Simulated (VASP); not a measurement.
Crystal: B2O.

```xyz
6
Lattice="2.8790 0.0000 0.0000 -1.4395 2.4933 0.0000 0.0000 0.0000 7.0520" Properties=species:S:1:pos:R:3 pbc="T T T"
B     0.0000    0.0000    2.6798
B     0.0000    0.0000    4.3722
B     1.4395    0.8311    0.1622
B     0.0000    1.6622    6.8898
O     1.4395    0.8311    2.1579
O     0.0000    1.6622    4.8941
```

```yaml
Program: VASP 6.6.1
Task: relaxation of cell and atoms
Functional: PBE
Potentials_or_basis: VASP PAW PBE potentials, release 64 (B, O)
Cutoff: 600 eV
k_mesh: 9 × 9 × 4
Occupations: gaussian, width 0.1 eV
Spin: no spin polarisation
```

At the start: pressure -19.0 GPa; volume 8.44 Å³/atom.

Problem. Where does the relaxation end?

Solution. Over 23 steps the energy falls by 297.0 meV/atom and the volume is 8.76 Å³/atom (+3.8 %); space group P-3m1 (No. 164, to 0.1 Å) before and after.

Step by step:
| step | energy change (eV) | largest force (eV/Å) | pressure (GPa) | volume (Å³) |
| --- | --- | --- | --- | --- |
| 1 | 0.0000 | 0.1261 | -19.01 | 50.62 |
| 2 | -0.7170 | 0.6874 | 8.35 | 43.55 |
| 3 | -0.7181 | 0.6453 | 7.04 | 43.77 |
| 4 | -0.9417 | 0.6055 | 5.03 | 44.27 |
| 5 | -1.0480 | 1.0305 | 4.50 | 44.66 |
| 6 | -0.9889 | 1.7312 | 4.60 | 45.14 |
| 7 | -1.0634 | 1.2259 | 3.96 | 44.92 |
| 8 | -1.2928 | 1.5313 | 1.15 | 46.41 |
| 9 | -1.5685 | 2.1486 | -3.39 | 50.75 |
| 10 | -1.5822 | 1.8399 | -2.42 | 49.72 |
| 11 | -1.7264 | 0.7976 | -1.04 | 50.48 |
| 12 | -1.7496 | 0.2803 | -0.15 | 50.86 |
| 13 | -1.7499 | 0.2844 | -0.04 | 50.91 |
| 14 | -1.7584 | 0.2022 | 0.49 | 50.94 |
| 15 | -1.7648 | 0.1416 | 1.57 | 50.99 |
| 16 | -1.7689 | 0.1544 | 0.72 | 51.33 |
| 17 | -1.7712 | 0.2363 | -0.49 | 51.83 |
| 18 | -1.7743 | 0.2146 | -0.57 | 52.01 |
| 19 | -1.7809 | 0.1041 | -0.74 | 52.56 |
| 20 | -1.7809 | 0.1222 | -0.86 | 52.71 |
| 21 | -1.7810 | 0.1057 | -0.83 | 52.65 |
| 22 | -1.7816 | 0.0551 | 0.20 | 52.53 |
| 23 | -1.7819 | 0.0091 | -0.15 | 52.57 |

Final structure:
```
B O
1.0
     2.55250    0.00000    0.00000
    -1.27625    2.21053    0.00000
     0.00000    0.00000    9.31685
B O
4 2
Direct
  0.00000 0.00000 0.40667
  0.00000 0.00000 0.59333
  0.66667 0.33333 0.03171
  0.33333 0.66667 0.96829
  0.66667 0.33333 0.34761
  0.33333 0.66667 0.65239
```

Caveat: a cell axis changed by over 15 % at a fixed basis, so the end point is rough; this functional lacks dispersion, which binds the layers, so the pressure and a relaxed spacing across them are unreliable.
